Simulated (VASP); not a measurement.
Here is a VASP 6.6.1 calculation.

Contents of INCAR:

```
ALGO = Normal ; EDIFF = 1E-6
ENCUT = 500 ; GGA = PE
GGA_COMPAT = F ; ISIF = 2
ISMEAR = 0 ; LASPH = T
LCHARG = T ; LELF = T
LREAL = F ; LVHAR = T
LWAVE = F ; NBANDS = 56
NELM = 120 ; PREC = Accurate
SIGMA = 0.1
```

File KPOINTS:

```
k-points
0
Gamma
  3 3 4
```

Contents of POSCAR:

```
PdPt3Se8
1.0
    7.5277645400      0.0000000000      0.0000000000
   -3.7638822700      6.5192353200      0.0000000000
    0.0000000000      0.0000000000      5.8929962000
Pd Pt Se
1 3 8
Direct
    0.0000000000      0.0000000000      0.0000000000
    0.0000000000      0.5000000000      0.0000000000
    0.5000000000      0.5000000000      0.0000000000
    0.5000000000      0.0000000000      0.0000000000
    0.3333333300      0.6666666700      0.7746118300
    0.3333333300      0.1666666700      0.7746118300
    0.8333333300      0.6666666700      0.7746118300
    0.8333333300      0.1666666700      0.7746118300
    0.1666666700      0.8333333300      0.2253881700
    0.1666666700      0.3333333300      0.2253881700
    0.6666666700      0.8333333300      0.2253881700
    0.6666666700      0.3333333300      0.2253881700
```

Potentials or basis: VASP PAW PBE potentials, release 64 (Pd, Pt, Se).

Command:

```bash
$ cat potpaw_PBE.64/Pd/POTCAR potpaw_PBE.64/Pt/POTCAR potpaw_PBE.64/Se/POTCAR > POTCAR
$ mpirun -np 1 vasp_std > vasp.out
```

What does it give for the pressure?

-1.5 GPa.

Estimate the largest force.

0.305 eV/Å.

Forces in eV/Å, atoms in the order of the input:
```
Pd   0.000  0.000  0.000
Pt   0.000  0.000  0.000
Pt   0.000  0.000  0.000
Pt   0.000  0.000  0.000
Se   0.000  0.000  0.298
Se   0.073  0.042  0.293
Se   0.000 -0.085  0.293
Se  -0.073  0.042  0.293
Se   0.073 -0.042 -0.293
Se   0.000  0.085 -0.293
Se  -0.073 -0.042 -0.293
Se   0.000  0.000 -0.298
```

Caveat: this functional lacks dispersion, which binds the layers, so the pressure and a relaxed spacing across them are unreliable.
